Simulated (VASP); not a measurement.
A run of VASP 6.6.1:

Contents of INCAR:

```
ALGO     = Fast           # electronic algorithm
EDIFF    = 1E-6           # SCF threshold, eV
ENCUT    = 520            # plane-wave cutoff, eV
GGA      = PE             # functional
ISIF     = 2              # what is computed and relaxed
ISMEAR   = 0              # smearing method
LASPH    = T              # aspherical terms in the spheres
LCHARG   = F              # write CHGCAR
LREAL    = F              # projectors in reciprocal space
LWAVE    = F              # write WAVECAR
NBANDS   = 56             # bands
NELM     = 100            # most SCF steps
PREC     = Accurate       # precision mode
SIGMA    = 0.1            # smearing width, eV
```

KPOINTS

```
k-points
0
Gamma
  6 6 4
```

Contents of POSCAR:

```
V3F
1.0
    5.3753918400      0.0000000000      0.0000000000
   -2.6876959200      4.6552258887      0.0000000000
    0.0000000000      0.0000000000      4.2627918450
V F
6 2
Direct
    0.8460220848      0.6920441696      0.2500000000
    0.1539779152      0.8460220848      0.7500000000
    0.3079558304      0.1539779152      0.2500000000
    0.1539779152      0.3079558304      0.7500000000
    0.8460220848      0.1539779152      0.2500000000
    0.6920441696      0.8460220848      0.7500000000
    0.3333333333      0.6666666667      0.2500000000
    0.6666666667      0.3333333333      0.7500000000
```

Potentials or basis: VASP PAW PBE potentials, release 64 (V_sv, F).

Launch:

```bash
$ cat potpaw_PBE.64/V_sv/POTCAR potpaw_PBE.64/F/POTCAR > POTCAR
$ mpirun -np 1 vasp_std > vasp.out
```

Hardware: 1 thread of Oxide Virtual Turin-like Processor (shared host).

Q: Estimate the wall time of this run.

A: Run time: 3 min on 1 thread of Oxide Virtual Turin-like Processor (shared host), peak memory 0.23 GiB. Counts: scf iterations 17, k points 21.
